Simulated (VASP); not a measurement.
# Zr (Im-3m) in VASP: notebook

Zr is run at these levels: PBEsol; tasks: single point.

Program: VASP 6.6.1. These are calculated values, not measurements. Logs are shortened: lines on timing, memory, paths and dates and some standing lists are left out, and cuts for length are marked.

### Step 1. The cell of the first run

It takes space group Im-3m (No. 229, cubic). The conventional cell has a = 3.559 Å, b = 3.559 Å, c = 3.559 Å, α = 90.00°, β = 90.00°, γ = 90.00°. Zr (site symmetry m-3m) has 14 Zr at 3.08 to 3.56 Å within 4.1 Å.

### Step 2. Single point, PBEsol (volume scaled by 0.95)

File INCAR:

```
SYSTEM = Zr
  PREC = Accurate
  ENCUT = 520
  EDIFF = 1E-6
  ISMEAR = -1
  SIGMA = 0.08
  LREAL = .False.
  LASPH = .True.
  NELM = 80
  ALGO = Normal
  ISIF = 2
  LWAVE = .False.
  LCHARG = .False.
  GGA = PS
  NBANDS = 12
```

File KPOINTS:

```
regular mesh
0
Gamma
  14 14 14
  0 0 0
```

File POSCAR:

```
Zr
1.0
   -1.7793161062      1.7793161062      1.7793161062
    1.7793161062     -1.7793161062      1.7793161062
    1.7793161062      1.7793161062     -1.7793161062
Zr
1
Direct
    0.0000000000      0.0000000000      0.0000000000
```

Potentials or basis: VASP PAW PBE potentials, release 64 (Zr_sv).

On the command line:

```
$ cat potpaw_PBE.64/Zr_sv/POTCAR > POTCAR
$ mpirun -np 1 vasp_std > vasp.out
```

OUTCAR:

```text
SYSTEM = Zr
   PREC = Accurate
   ENCUT = 520
   EDIFF = 1E-6
   ISMEAR = -1
   LREAL = .False.
   LASPH = .True.
   NELM = 80
   ISIF = 2
   GGA = PS

 ion  position               nearest neighbor table
   1  0.000  0.000  0.000-

  LATTYP: Found a body centered cubic cell.
 ALAT       =     3.5586322124

  Lattice vectors:

 A1 = (  -1.7793161062,   1.7793161062,   1.7793161062)
 A2 = (   1.7793161062,  -1.7793161062,   1.7793161062)
 A3 = (   1.7793161062,   1.7793161062,  -1.7793161062)

Analysis of symmetry for initial positions (statically):
=====================================================================
 Subroutine PRICEL returns:
 Original cell was already a primitive cell.

 Routine SETGRP: Setting up the symmetry group for a
 body centered cubic supercell.

 Subroutine GETGRP returns: Found 48 space group operations
 (whereof 48 operations were pure point group operations)
 out of a pool of 48 trial point group operations.

The static configuration has the point symmetry O_h .

Analysis of symmetry for dynamics (positions and initial velocities):
=====================================================================
 Subroutine PRICEL returns:
 Original cell was already a primitive cell.

 Routine SETGRP: Setting up the symmetry group for a
 body centered cubic supercell.

 Subroutine GETGRP returns: Found 48 space group operations
 (whereof 48 operations were pure point group operations)
 out of a pool of 48 trial point group operations.

The dynamic configuration has the point symmetry O_h .

 Subroutine INISYM returns: Found 48 space group operations
 (whereof 48 operations are pure point group operations),
 and found     1 'primitive' translations

----------------------------------------------------------------------------------------

                                     Primitive cell

  volume of cell :      22.5330

  direct lattice vectors                    reciprocal lattice vectors
    -1.779316106  1.779316106  1.779316106     0.000000000  0.281006842  0.281006842
     1.779316106 -1.779316106  1.779316106     0.281006842  0.000000000  0.281006842
     1.779316106  1.779316106 -1.779316106     0.281006842  0.281006842  0.000000000

  length of vectors
     3.081865899  3.081865899  3.081865899     0.397403687  0.397403687  0.397403687

  position of ions in fractional coordinates (direct lattice)
     0.000000000  0.000000000  0.000000000
[... 81 lines left out ...]
   NFREE  =      0    steps in history (QN), initial steepest desc. (CG)
   ISIF   =      2    stress and relaxation
   ISYM   =      2    0-nonsym 1-usesym 2-fastsym
   POTIM  = 0.5000    time-step for ionic-motion
   TEBEG  =    0.0;   TEEND  =   0.0 temperature during run
   PSTRESS=    0.0 pullay stress
   NELECT =      12.0000    total number of electrons
   NUPDOWN=      -1.0000    fix difference up-down
   EMIN   =  10.00;   EMAX   =-10.00  energy-range for DOS
   EFERMI =   0.00;   METHOD = LEGACY
   ISMEAR =    -1;   SIGMA  =   0.08  broadening in eV -4-tet -1-fermi 0-gaus
   EFERMI_NEDOS =   21; number of points for ismear=-14 and -15
   IALGO  =     38    algorithm
   IMIX   =      4    mixing-type and parameters
     AMIX     =   0.40;   BMIX     =  1.00
     AMIX_MAG =   1.60;   BMIX_MAG =  1.00
  volume/ion in A,a.u.               =      22.53       152.06
  Fermi-wavevector in a.u.,A,eV,Ry     =   1.326973  2.507616 23.957924  1.760858
  Thomas-Fermi vector in A             =   2.456320
   LORBIT       =      0    0 simple, 1 ext, 2 COOP (PROOUT), +10 PAW based schemes
   GGA     = PS    functional components
   LHFCALC =     F    Hartree Fock is set to
   AEXX    =    0.0000 exact exchange contribution
   IVDW    =     0    specifies the selected vdW correction
   LEPSILON=     F    determine dielectric tensor
   LRPA    =     F    only Hartree local field effects (RPA)
 non-spin polarized calculation
  energy-cutoff  :      520.00
  volume of cell :       22.53
 maximum number of plane-waves:       623
   NGX = 11   NGY = 11   NGZ = 11

 number of electron      12.0000000 magnetization

 Free energy of the ion-electron system (eV)
  ---------------------------------------------------
  ext. energy  EPLUGINS =         0.00000000
  ---------------------------------------------------
  free energy    TOTEN  =        -9.02789354 eV

  energy without entropy =       -8.99059699  energy(sigma->0) =       -9.00924526

 E-fermi :   8.9423     XC(G=0): -11.3473

 val. band max:        8.9348409152   @ k =   0.2143   0.2143   0.0000
 cond. band min:       8.9491122380   @ k =   0.2857   0.2857   0.0000
 fundamental gap:      0.0142713227
 Fermi energy:         8.9423265827

 k-point     1 :       0.0000    0.0000    0.0000
  band No.  band energies     occupation
      1     -39.3820      2.00000
      2     -16.8657      2.00000
      3     -16.8657      2.00000
      4     -16.8657      2.00000
      5       3.5078      2.00000
      6      10.0764      0.00000
      7      10.0764      0.00000
      8      10.0764      0.00000
      9      12.6526      0.00000
     10      12.6526      0.00000
     11      21.4428      0.00000
     12      21.4428      0.00000
[... 331 lines left out ...]
 k-point    24 :       0.3571    0.2857    0.0000
  band No.  band energies     occupation
      1     -39.1863      2.00000
      2     -17.6943      2.00000
      3     -17.5280      2.00000
      4     -17.0000      2.00000
      5       7.4949      2.00000
      6       8.3835      1.99815
      7       8.8173      1.65336
      8      12.8331      0.00000
      9      13.2688      0.00000
     10      17.7029      0.00000
     11      18.2451      0.00000
     12      19.7071      0.00000

 [... further k-points ...]

------------------------ aborting loop because EDIFF is reached ----------------------------------------

  FORCE on cell =-STRESS in cart. coord.  units (eV):
  Direction    XX          YY          ZZ          XY          YZ          ZX
  --------------------------------------------------------------------------------------
  -------------------------------------------------------------------------------------
  Total       -0.3766834     -0.3766834     -0.3766834      0.0000000     -0.0000000      0.0000000
  in kB      -26.7835278    -26.7835278    -26.7835278      0.0000000     -0.0000000      0.0000000
  external PRESSURE =     -26.7835278 kB  Pullay stress =       0.0000000 kB

 VOLUME and BASIS-vectors are now :
 -----------------------------------------------------------------------------
  energy-cutoff  :      520.00
  volume of cell :       22.53
      direct lattice vectors                 reciprocal lattice vectors
    -1.779316106  1.779316106  1.779316106     0.000000000  0.281006842  0.281006842
     1.779316106 -1.779316106  1.779316106     0.281006842  0.000000000  0.281006842
     1.779316106  1.779316106 -1.779316106     0.281006842  0.281006842  0.000000000

 POSITION                                       TOTAL-FORCE (eV/Angst)
 -----------------------------------------------------------------------------------
      0.00000      0.00000      0.00000        -0.000000     -0.000000      0.000000
 -----------------------------------------------------------------------------------
    total drift:                                0.000000      0.000000      0.000000

  FREE ENERGIE OF THE ION-ELECTRON SYSTEM (eV)
  ---------------------------------------------------
  free  energy   TOTEN  =        -9.0278935374 eV

  energy  without entropy=       -8.9905969851  energy(sigma->0) =       -9.00924526
```

It took 8.6 s on 1 thread of Intel Xeon Platinum 8559C (Emerald Rapids), shared host; peak memory 0.15 GiB.

Results:

```
Free energy            : -9.0279 eV
Pressure               : -2.7 GPa
Band gap on the k mesh : zero (band 6 reaches 10.08 eV, above the bottom of band 7 at 8.30 eV)
```

Caveat: the PAW data sets were made with another functional, which shifts forces and pressure a little.

### Step 3. Single point, PBEsol (volume scaled by 0.94)

File INCAR:

```
SYSTEM = Zr
PREC = Accurate ; ENCUT = 520
EDIFF = 1E-7 ; ISMEAR = -1
SIGMA = 0.08 ; LREAL = .False.
LASPH = .True. ; NELM = 100
ALGO = Normal ; ISIF = 2
LWAVE = .False. ; LCHARG = .False.
GGA = PS ; NBANDS = 12
```

File KPOINTS:

```
Automatic mesh
0
Gamma
  14 14 14
  0 0 0
```

File POSCAR:

```
Zr
1.0
   -1.7730508568      1.7730508568      1.7730508568
    1.7730508568     -1.7730508568      1.7730508568
    1.7730508568      1.7730508568     -1.7730508568
Zr
1
Direct
    0.0000000000      0.0000000000      0.0000000000
```

Potentials or basis: VASP PAW PBE potentials, release 64 (Zr_sv).

On the command line:

```
$ cat potpaw_PBE.64/Zr_sv/POTCAR > POTCAR
$ mpirun -np 1 vasp_std > vasp.out
```

Wall time 8.7 s (1 thread of Intel Xeon Platinum 8559C (Emerald Rapids), shared host); peak memory 0.15 GiB.

The run converged. Its results:

```yaml
Free_energy: -9.0311 eV
Pressure: -1.8 GPa
Band_gap_on_the_k_mesh: zero (band 6 reaches 10.20 eV, above the bottom of band 7 at 8.41 eV)
```

Levels at points of the mesh, in eV from the Fermi level:
```tsv
k point	band 4	band 5	band 6	band 7	band 8	band 9
(0.00, 0.00, 0.00)	-25.77	-5.45	1.14	1.14	1.14	3.74
(0.50, 0.00, 0.00)	-25.78	-2.91	-0.75	1.79	3.75	4.46
(0.50, 0.50, 0.50)	-26.53	-2.72	-2.72	5.95	5.95	5.95
```

Caveat: the PAW data sets were made with another functional, which shifts forces and pressure a little.
